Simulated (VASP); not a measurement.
# Si (a cell with a defect) in VASP: further runs

Si (a cell with a defect) is run at these levels: PBE; tasks: single point, relaxation of the atoms.

All numbers are computed with VASP 6.6.1; they aren't measurements. Logs are shortened: lines on timing, memory, paths and dates and some standing lists are left out, and cuts for length are marked.

**1. The cell of the first run**

The cell holds a defect, 31 atoms: a = 9.474 Å, b = 9.474 Å, c = 9.474 Å, α = 109.47°, β = 109.47°, γ = 109.47°.

**2. Single point, PBE**

INCAR reads:

```
PREC = Accurate ; ENCUT = 520
EDIFF = 1E-6 ; ISMEAR = 0
SIGMA = 0.02 ; LREAL = Auto
LASPH = True ; NELM = 100
ALGO = Normal ; ISIF = 2
LWAVE = False ; LCHARG = True
GGA = PE ; LELF = True
LVHAR = True ; NBANDS = 83
```

KPOINTS reads:

```
Automatic mesh
0
Gamma
  2 2 2
  0.5 0.5 0.5
```

POSCAR reads:

```
Si
1.0
    5.4700937543      5.4700937543     -5.4700937543
   -5.4700937543      5.4700937543      5.4700937543
    5.4700937543     -5.4700937543      5.4700937543
Si
31
Direct
    0.2585675061      0.5085675173      0.7585675285
    0.2521364463      0.7500000337      0.2479936471
    0.0000000000      0.7499999423      0.5000000225
    0.5000000225      0.9979936808      0.7521364687
    0.7479936695      0.7500000337      0.7521364687
    0.2521364463      0.9979936808      1.0000000449
   -0.0041427992     -0.0021364350      0.2478635762
    0.4999999311      0.2499999198      0.4999999311
    0.7478635986     -0.0021364350      0.4958572233
    0.2520062840      0.2541428104      0.7520063064
    0.0000000000      0.2499999198      0.0000000000
    0.5000000225      0.5021364575      0.2479936471
    0.7478635072      0.2458572120      0.2478634848
    0.2520063754      0.5020063866      0.5041428217
    0.0041427992      0.5020062952      0.7520063064
    0.7479936695      0.5021364575      0.0000000000
   -0.0001207475      0.5010805341      0.0000000000
    0.7489195220      0.4987987633      0.2489194996
    0.2510805229      0.7500000337      0.4998792750
    0.5000000225      0.5010805341      0.4998792750
   -0.0001207475      0.7500000337      0.7510805453
    0.7414325389      0.7500000337      0.0000000000
    0.2487987521     -0.0010805116      0.2489194996
    0.5000000225      0.7500000337      0.2414325164
    0.0001207475      0.0012012591      0.5001207699
    0.7489194306     -0.0010805116      0.7487986832
    0.2510805229      0.2498792638      0.0000000000
    0.5000000225     -0.0085674948      0.0000000000
    0.0001207475      0.2501207587      0.2512012703
    0.7512012928      0.2501207587      0.5001207699
    0.5000000225      0.2498792638      0.7510805453
```

Potentials or basis: VASP PAW PBE potentials, release 64 (Si).

Run with:

```console
$ cat potpaw_PBE.64/Si/POTCAR > POTCAR
$ mpirun -np 1 vasp_std > vasp.out
```

OUTCAR:

```text
PREC = Accurate
   ENCUT = 520
   EDIFF = 1E-6
   ISMEAR = 0
   LREAL = Auto
   LASPH = True
   NELM = 100
   ISIF = 2
   GGA = PE

 ion  position               nearest neighbor table
   1  0.259  0.509  0.759-  10 2.37  15 2.37  14 2.37
   2  0.252  0.750  0.248-  23 2.37  17 2.37  24 2.37  19 2.39
   3  0.000  0.750  0.500-  18 2.38  21 2.38  19 2.38  25 2.38
   4  0.500  0.998  0.752-  26 2.37  19 2.37  28 2.37  31 2.39
   5  0.748  0.750  0.752-  20 2.37  26 2.37  22 2.37  21 2.39
   6  0.252  0.998  0.000-  23 2.37  21 2.37  28 2.37  27 2.39
   7  0.996  0.998  0.248-  29 2.37  25 2.37  22 2.37  23 2.39
[... 12 lines left out ...]
  20  0.500  0.501  0.500-   5 2.37  14 2.37   8 2.38  12 2.39
  21  1.000  0.750  0.751-   6 2.37  15 2.37   3 2.38   5 2.39
  22  0.741  0.750  0.000-   5 2.37   7 2.37  16 2.37
  23  0.249  0.999  0.249-   2 2.37   6 2.37   8 2.38   7 2.39
  24  0.500  0.750  0.241-   9 2.37   2 2.37  12 2.37
  25  0.000  0.001  0.500-   9 2.37   7 2.37   3 2.38  10 2.39
  26  0.749  0.999  0.749-   4 2.37   5 2.37  11 2.38   9 2.39
  27  0.251  0.250  0.000-  12 2.37  10 2.37  11 2.38   6 2.39
  28  0.500  0.991  0.000-  13 2.37   4 2.37   6 2.37
  29  0.000  0.250  0.251-   7 2.37  13 2.37  11 2.38  14 2.39
  30  0.751  0.250  0.500-   9 2.37  13 2.37   8 2.38  15 2.39
  31  0.500  0.250  0.751-  16 2.37  10 2.37   8 2.38   4 2.39

  LATTYP: Found a body centered cubic cell.
 ALAT       =    10.9401875086

  Lattice vectors:

 A1 = (   5.4700937543,   5.4700937543,  -5.4700937543)
 A2 = (  -5.4700937543,   5.4700937543,   5.4700937543)
 A3 = (   5.4700937543,  -5.4700937543,   5.4700937543)

Analysis of symmetry for initial positions (statically):
=====================================================================
 Subroutine PRICEL returns:
 Original cell was already a primitive cell.

 Routine SETGRP: Setting up the symmetry group for a
 body centered cubic supercell.

 Subroutine GETGRP returns: Found 24 space group operations
 (whereof  2 operations were pure point group operations)
 out of a pool of 48 trial point group operations.

The static configuration has the point symmetry C_1h.
 The point group associated with its full space group is T_d .

Analysis of symmetry for dynamics (positions and initial velocities):
=====================================================================
 Subroutine PRICEL returns:
 Original cell was already a primitive cell.

 Routine SETGRP: Setting up the symmetry group for a
 body centered cubic supercell.
[... 153 lines left out ...]
   NUPDOWN=      -1.0000    fix difference up-down
   EMIN   =  10.00;   EMAX   =-10.00  energy-range for DOS
   EFERMI =   0.00;   METHOD = LEGACY
   ISMEAR =     0;   SIGMA  =   0.02  broadening in eV -4-tet -1-fermi 0-gaus
   EFERMI_NEDOS =   21; number of points for ismear=-14 and -15
   IALGO  =     38    algorithm
   IMIX   =      4    mixing-type and parameters
     AMIX     =   0.40;   BMIX     =  1.00
     AMIX_MAG =   1.60;   BMIX_MAG =  1.00
  volume/ion in A,a.u.               =      21.12       142.52
  Fermi-wavevector in a.u.,A,eV,Ry     =   0.940158  1.776640 12.026137  0.883896
  Thomas-Fermi vector in A             =   2.067541
   LORBIT       =      0    0 simple, 1 ext, 2 COOP (PROOUT), +10 PAW based schemes
   GGA     = PE    functional components
   LHFCALC =     F    Hartree Fock is set to
   AEXX    =    0.0000 exact exchange contribution
   IVDW    =     0    specifies the selected vdW correction
   LEPSILON=     F    determine dielectric tensor
   LRPA    =     F    only Hartree local field effects (RPA)
 non-spin polarized calculation
 Gauss-broadening in eV      SIGMA  =   0.02
  energy-cutoff  :      520.00
  volume of cell :      654.70
 maximum number of plane-waves:     17628
 NGX is ok and might be reduce to    70
   NGX = 35   NGY = 35   NGZ = 35

 number of electron     124.0000004 magnetization

 Free energy of the ion-electron system (eV)
  ---------------------------------------------------
  ext. energy  EPLUGINS =         0.00000000
  ---------------------------------------------------
  free energy    TOTEN  =      -164.25970052 eV

  energy without entropy =     -164.24910024  energy(sigma->0) =     -164.25440038

 E-fermi :   5.6112     XC(G=0):  -9.2196

 val. band max:        5.2546215423   @ k =  -0.2500   0.2500   0.2500
 cond. band min:       5.6248504319   @ k =  -0.2500   0.2500   0.2500
 fundamental gap:      0.3702288896
 Fermi energy:         5.6111701770

 k-point     1 :       0.2500    0.2500    0.2500
  band No.  band energies     occupation
      1      -5.6830      2.00000
      2      -5.6830      2.00000
      3      -5.6830      2.00000
      4      -5.4167      2.00000
      5      -3.8406      2.00000
      6      -3.8406      2.00000
[... 66 lines left out ...]
     73       7.0478      0.00000
     74       7.1011      0.00000

 k-point     2 :      -0.2500    0.2500    0.2500
  band No.  band energies     occupation
      1      -6.1381      2.00000
      2      -5.1676      2.00000
      3      -5.1593      2.00000
      4      -5.1593      2.00000
      5      -4.9527      2.00000
      6      -4.3494      2.00000
[... 66 lines left out ...]
     73       7.6521      0.00000
     74       7.7816      0.00000
 [bands above 74 left out]

------------------------ aborting loop because EDIFF is reached ----------------------------------------

  FORCE on cell =-STRESS in cart. coord.  units (eV):
  Direction    XX          YY          ZZ          XY          YZ          ZX
  --------------------------------------------------------------------------------------
  -------------------------------------------------------------------------------------
  Total       -4.7144508     -4.7144508     -4.7144508      0.0000000     -0.0000000      0.0000000
  in kB      -11.5371194    -11.5371194    -11.5371194      0.0000000     -0.0000000      0.0000000
  external PRESSURE =     -11.5371194 kB  Pullay stress =       0.0000000 kB

 VOLUME and BASIS-vectors are now :
 -----------------------------------------------------------------------------
  energy-cutoff  :      520.00
  volume of cell :      654.70
      direct lattice vectors                 reciprocal lattice vectors
     5.470093754  5.470093754 -5.470093754     0.091406112  0.091406112  0.000000000
    -5.470093754  5.470093754  5.470093754     0.000000000  0.091406112  0.091406112
     5.470093754 -5.470093754  5.470093754     0.091406112  0.000000000  0.091406112

 POSITION                                       TOTAL-FORCE (eV/Angst)
 -----------------------------------------------------------------------------------
      2.78191      0.04687      5.51696         0.004317      0.004317      0.004317
     -1.36681      4.12523      4.07991        -0.007126     -0.010299      0.010299
     -1.36752      1.36752      6.83762         0.000000      0.000000     -0.000000
      1.39018      4.07991      6.83833        -0.010299      0.010299     -0.007126
      4.10328      4.07991      4.12523        -0.007126      0.010299     -0.010299
     -4.07991      6.83833      4.07991        -0.010299     -0.007126      0.010299
[... 23 lines left out ...]
      5.47666      2.74162     -0.00525         0.002603      0.002603      0.006260
      5.47666     -0.00657      2.74030         0.002603     -0.002603     -0.006260
 -----------------------------------------------------------------------------------
    total drift:                               -0.000264      0.000348      0.000562

  FREE ENERGIE OF THE ION-ELECTRON SYSTEM (eV)
  ---------------------------------------------------
  free  energy   TOTEN  =      -164.2597005209 eV

  energy  without entropy=     -164.2491002433  energy(sigma->0) =     -164.25440038
```

stdout:

```text
POSCAR found type information on POSCAR Si
 POSCAR found :  1 types and      31 ions
 scaLAPACK will be used
 LDA part: xc-table for (Slater+PW92), standard interpolation
 POSCAR, INCAR and KPOINTS ok, starting setup
 FFT: planning ... GRIDC
 FFT: planning ... GRID_SOFT
 FFT: planning ... GRID
 WAVECAR not read
 entering main loop
```

It took 6.6 min on 1 thread of Intel Xeon 8259CL, shared host; peak memory 0.66 GiB.

Results:

* Free energy: -164.2597 eV
* Pressure: -1.2 GPa
* Largest force: 0.016 eV/Å
* Band gap on the k mesh: zero (bands 62 and 63 overlap by 0.15 eV)

Forces on the atoms (eV/Å):
```
Si   0.004  0.004  0.004
Si  -0.007 -0.010  0.010
Si   0.000  0.000  0.000
Si  -0.010  0.010 -0.007
Si  -0.007  0.010 -0.010
Si  -0.010 -0.007  0.010
Si   0.010  0.010  0.007
Si   0.000  0.000  0.000
Si   0.010  0.007  0.010
Si   0.007 -0.010 -0.010
Si   0.000  0.000  0.000
Si   0.010 -0.010 -0.007
Si   0.007  0.010  0.010
Si  -0.010  0.007 -0.010
Si  -0.010 -0.010  0.007
Si   0.010 -0.007 -0.010
Si  -0.003 -0.006  0.003
Si   0.006 -0.003 -0.003
Si  -0.006  0.003 -0.003
Si  -0.003  0.003 -0.006
Si  -0.006 -0.003  0.003
Si  -0.004 -0.004  0.004
Si  -0.003 -0.003  0.006
Si  -0.004  0.004 -0.004
Si   0.006  0.003  0.003
Si  -0.003  0.006 -0.003
Si   0.003 -0.006 -0.003
Si   0.004 -0.004 -0.004
Si   0.003  0.006  0.003
Si   0.003  0.003  0.006
Si   0.003 -0.003 -0.006
```

Levels at points of the mesh, in eV from the Fermi level:
| k point | band 58 | band 59 | band 60 | band 61 | band 62 | band 63 | band 64 | band 65 |
| --- | --- | --- | --- | --- | --- | --- | --- | --- |
| (0.25, 0.25, 0.25) | -1.04 | -1.04 | -1.03 | -1.03 | 0.16 | 0.16 | 0.16 | 1.27 |

Caveat: the k points lie up to 0.41 Å⁻¹ apart.

**3. Relaxation of the atoms, PBE (atoms taken out)**

INCAR reads:

```
SYSTEM = Si
PREC     = Accurate       ! precision mode
ENCUT    = 520            ! plane-wave cutoff, eV
EDIFF    = 1E-6           ! SCF threshold, eV
ISMEAR   = 0              ! smearing method
SIGMA    = 0.02           ! smearing width, eV
LREAL    = Auto         
LASPH    = .True.         ! aspherical terms in the spheres
NELM     = 80             ! most SCF steps
ALGO     = Fast           ! electronic algorithm
ISIF     = 2              ! what is computed and relaxed
LWAVE    = .False.        ! write WAVECAR
LCHARG   = .False.        ! write CHGCAR
GGA      = PE             ! functional
IBRION   = 2              ! ionic algorithm
NSW      = 80             ! ionic steps
EDIFFG   = -0.02          ! ionic threshold
```

KPOINTS is that of step 2.

POSCAR reads:

```
Si
1.0
    5.4700937543      5.4700937543     -5.4700937543
   -5.4700937543      5.4700937543      5.4700937543
    5.4700937543     -5.4700937543      5.4700937543
Si
31
Direct
    0.5000000000      0.7500000000      1.0000000000
    0.2500000000      0.7500000000      0.2500000000
    0.0000000000      0.7500000000      0.5000000000
    0.5000000000      1.0000000000      0.7500000000
    0.7500000000      0.7500000000      0.7500000000
    0.2500000000      1.0000000000      1.0000000000
    0.0000000000      0.0000000000      0.2500000000
    0.5000000000      0.2500000000      0.5000000000
    0.7500000000      0.0000000000      0.5000000000
    0.2500000000      0.2500000000      0.7500000000
    0.0000000000      0.2500000000      0.0000000000
    0.5000000000      0.5000000000      0.2500000000
    0.7500000000      0.2500000000      0.2500000000
    0.2500000000      0.5000000000      0.5000000000
    0.0000000000      0.5000000000      0.7500000000
    0.7500000000      0.5000000000      0.0000000000
    0.0000000000      0.5000000000      0.0000000000
    0.7500000000      0.5000000000      0.2500000000
    0.2500000000      0.7500000000      0.5000000000
    0.5000000000      0.5000000000      0.5000000000
    0.0000000000      0.7500000000      0.7500000000
    0.7500000000      0.7500000000      0.0000000000
    0.2500000000      0.0000000000      0.2500000000
    0.5000000000      0.7500000000      0.2500000000
    0.0000000000      0.0000000000      0.5000000000
    0.7500000000      0.0000000000      0.7500000000
    0.2500000000      0.2500000000      0.0000000000
    0.5000000000      0.0000000000      0.0000000000
    0.0000000000      0.2500000000      0.2500000000
    0.7500000000      0.2500000000      0.5000000000
    0.5000000000      0.2500000000      0.7500000000
```

Potentials or basis: VASP PAW PBE potentials, release 64 (Si).

Run with:

```console
$ cat potpaw_PBE.64/Si/POTCAR > POTCAR
$ mpirun -np 1 vasp_std > vasp.out
```

It took 31 min on 1 thread of Oxide Virtual Turin-like, shared host; peak memory 0.72 GiB.

Results (log left out):

* Free energy: -164.2597 eV
* Energy gained by relaxing: 1.5 meV/atom
* Ionic steps: 10
* Pressure after relaxing: -1.2 GPa
* Largest force after relaxing: 0.010 eV/Å
* Band gap on the k mesh: zero (bands 62 and 63 overlap by 0.15 eV)

Forces on the atoms (eV/Å):
```
Si   0.002  0.002  0.002
Si   0.007 -0.007  0.000
Si   0.000  0.007  0.007
Si  -0.007  0.000  0.007
Si   0.007  0.000 -0.007
Si  -0.007  0.007  0.000
Si  -0.007 -0.007  0.000
Si   0.007  0.007  0.000
Si  -0.007  0.000 -0.007
Si   0.002 -0.002 -0.002
Si   0.007  0.000  0.007
Si   0.000 -0.007  0.007
Si   0.000 -0.007 -0.007
Si  -0.002  0.002 -0.002
Si  -0.002 -0.002  0.002
Si   0.000  0.007 -0.007
Si  -0.008 -0.001  0.001
Si   0.000  0.000  0.000
Si  -0.001  0.001 -0.008
Si  -0.008  0.001 -0.001
Si  -0.001 -0.008  0.001
Si   0.001  0.001  0.008
Si   0.000  0.000  0.000
Si   0.001  0.008  0.001
Si   0.008 -0.001 -0.001
Si   0.000  0.000  0.000
Si   0.001 -0.001 -0.008
Si   0.008  0.001  0.001
Si  -0.001  0.008 -0.001
Si  -0.001 -0.001  0.008
Si   0.001 -0.008 -0.001
```

The path:
| step | energy change (eV) | largest force (eV/Å) | pressure (GPa) |
| --- | --- | --- | --- |
| 1 | 0.0000 | 0.1828 | -0.69 |
| 2 | -0.0163 | 0.1108 | -0.71 |
| 3 | -0.0183 | 0.1280 | -0.72 |
| 4 | -0.0261 | 0.1337 | -0.77 |
| 5 | -0.0308 | 0.1427 | -0.85 |
| 6 | -0.0381 | 0.1020 | -0.93 |
| 7 | -0.0450 | 0.0238 | -1.10 |
| 8 | -0.0453 | 0.0259 | -1.13 |
| 9 | -0.0453 | 0.0261 | -1.14 |
| 10 | -0.0456 | 0.0103 | -1.16 |

Final structure:
```xyz
31
Lattice="5.4701 5.4701 -5.4701 -5.4701 5.4701 5.4701 5.4701 -5.4701 5.4701" Properties=species:S:1:pos:R:3 pbc="T T T"
Si    4.0551    1.3200    6.7901
Si   -1.3609    4.0959    4.0988
Si   -1.3638    1.3741    6.8442
Si    6.8310   -1.3713    1.3741
Si    4.1092    4.0988    4.0959
Si    6.8310   -4.0959    4.0988
Si    1.3609    9.5660    1.3713
Si    4.1092    1.3741    1.3713
Si    1.3609    6.8414    4.0959
Si    4.0551   -1.3200    4.1501
Si   -1.3609    1.3713    1.3742
Si    1.3638    4.0959    1.3741
Si    4.1063    4.0959   -1.3742
Si    1.4150    1.3200    4.1501
Si    1.4150   -1.3200    6.7901
Si    6.8339    1.3741    4.0959
Si    2.7364   -2.7129    8.1830
Si    2.7350    5.4701    0.0000
Si    0.0222    2.7129    5.4714
Si    2.7364    2.7129    2.7572
Si    0.0222    0.0014    8.1830
Si    5.4479    2.7129    5.4687
Si    2.7350    0.0000    0.0000
Si   -0.0222    5.4687    2.7129
Si    2.7337   -2.7129    2.7572
Si    8.2051    0.0000    0.0000
Si    5.4479   -2.7129    5.4714
Si    2.7337    2.7129    8.1830
Si    0.0222   -0.0014    2.7572
Si    5.4923    2.7572   -0.0014
Si    5.4479    0.0014    2.7572
```

Levels at points of the mesh, in eV from the Fermi level:
```tsv
k point	band 58	band 59	band 60	band 61	band 62	band 63	band 64	band 65
(0.25, 0.25, 0.25)	-1.04	-1.04	-1.04	-1.04	0.16	0.16	0.16	1.27
```

Caveat: the k points lie up to 0.41 Å⁻¹ apart; the cell differs from its parent crystal (atoms taken out).

The gap in the log of VASP goes by the Fermi energy; the results here count the filled bands.